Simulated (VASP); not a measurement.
The system is Au.

```xyz
2
Lattice="2.9170 0.0000 0.0000 -1.4585 2.5262 0.0000 0.0000 0.0000 4.8900" Properties=species:S:1:pos:R:3 pbc="T T T"
Au    0.0578    1.7815    3.7290
Au    1.4007    0.7447    1.1610
```

This cell differs from its parent crystal: all atoms moved at random, sigma 0.1 Å a component.

| Item | Value |
| --- | --- |
| Program | VASP 6.6.1 |
| Task | relaxation of cell and atoms |
| Functional | PBE |
| Potentials or basis | VASP PAW PBE potentials, release 64 (Au) |
| Cutoff | 600 eV |
| k mesh | 12 × 12 × 8 |
| Occupations | gaussian, width 0.15 eV |
| Spin | no spin polarisation |

At the start: pressure 1.5 GPa; volume 18.02 Å³/atom.

Task: How do energy, volume and symmetry change on relaxing?

Result: Over 36 steps the energy falls by 33.3 meV/atom; space group Cmcm (No. 63, to 0.05 Å).

Step by step:
```
step  energy change (eV)  largest force (eV/Å)  pressure (GPa)  volume (Å³)
   1              0.0000                0.8631            1.54        36.03
   2             -0.0414                0.2247           -2.80        36.94
   3             -0.0415                0.2073           -2.92        36.97
   4             -0.0507                0.1710            1.98        35.58
   5             -0.0545                0.0925            0.17        36.05
   6             -0.0566                0.0877            0.10        36.04
   7             -0.0614                0.0891            0.08        36.01
   8             -0.0566                0.2086            0.57        35.92
   9             -0.0624                0.0999            0.12        35.99
  10             -0.0644                0.0317           -0.32        36.11
  11             -0.0646                0.0349           -0.49        36.15
  12             -0.0632                0.0653            1.33        35.70
  13             -0.0649                0.0415            0.03        36.01
  14             -0.0653                0.0219            0.05        36.01
  15             -0.0653                0.0399            0.05        36.01
  16             -0.0653                0.0318            0.05        36.01
  17             -0.0655                0.0268           -0.16        36.06
  18             -0.0656                0.0228           -0.36        36.12
  19             -0.0656                0.0221           -0.32        36.11
  20             -0.0658                0.0209           -0.20        36.07
  21             -0.0659                0.0257            0.04        36.01
  22             -0.0659                0.0275            0.08        36.00
  23             -0.0660                0.0266            0.07        36.00
  24             -0.0661                0.0232            0.04        36.01
  25             -0.0663                0.0173           -0.02        36.03
  26             -0.0664                0.0140           -0.14        36.06
  27             -0.0664                0.0138           -0.11        36.04
  28             -0.0665                0.0127            0.22        35.96
  29             -0.0665                0.0125            0.14        35.98
  30             -0.0666                0.0114            0.06        36.01
  31             -0.0666                0.0113           -0.03        36.03
  32             -0.0666                0.0112           -0.03        36.03
  33             -0.0666                0.0110            0.01        36.02
  34             -0.0666                0.0112           -0.02        36.03
  35             -0.0666                0.0112           -0.01        36.03
  36             -0.0666                0.0098           -0.01        36.02
```

Final structure:
```xyz
2
Lattice="2.8535 -0.0031 -0.0005 -1.4274 2.6047 -0.0006 -0.0010 -0.0013 4.8493" Properties=species:S:1:pos:R:3 pbc="T T T"
Au    0.0028    1.7576    3.6364
Au    1.4223    0.8426    1.2119
```

Caveat: the cell differs from its parent crystal (all atoms moved at random, sigma 0.1 Å a component).
